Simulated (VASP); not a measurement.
A run of VASP 6.6.1 is set up as follows.

Contents of INCAR:

```
PREC = Accurate
ENCUT = 600
EDIFF = 1E-6
ISMEAR = 0
SIGMA = 0.02
LREAL = False
LASPH = True
NELM = 60
ALGO = Normal
ISIF = 3
LWAVE = False
LCHARG = False
GGA = PE
IBRION = 2
NSW = 100
EDIFFG = -0.01
```

File KPOINTS:

```
Automatic mesh
0
Gamma
  6 6 8
```

Contents of POSCAR:

```
BeS
1.0
    5.9441277172      0.0000000000      0.0000000000
    0.0000000000      5.9441277172      0.0000000000
    0.0000000000      0.0000000000      3.2961401376
Be S
4 4
Direct
    0.6704356138      0.6704356138      0.5000000000
    0.1704356138      0.8295643862      0.2500000000
    0.3295643862      0.3295643862      0.0000000000
    0.8295643862      0.1704356138      0.7500000000
    0.8278189123      0.8278189123      0.0000000000
    0.3278189123      0.6721810877      0.7500000000
    0.1721810877      0.1721810877      0.5000000000
    0.6721810877      0.3278189123      0.2500000000
```

Potentials or basis: VASP PAW PBE potentials, release 64 (Be, S).

Run with:

```bash
$ cat potpaw_PBE.64/Be/POTCAR potpaw_PBE.64/S/POTCAR > POTCAR
$ mpirun -np 1 vasp_std > vasp.out
```

(1) Estimate the band gap on the k mesh.

(2) What does it give for the relaxed cell?

(3) What does it give for the relaxed volume?

## Answers

(1) 2.46 eV (least direct gap 3.32 eV).

(2) a = 5.945 Å, b = 5.945 Å, c = 3.294 Å, α = 90.00°, β = 90.00°, γ = 90.00°.

(3) 14.56 Å³/atom.
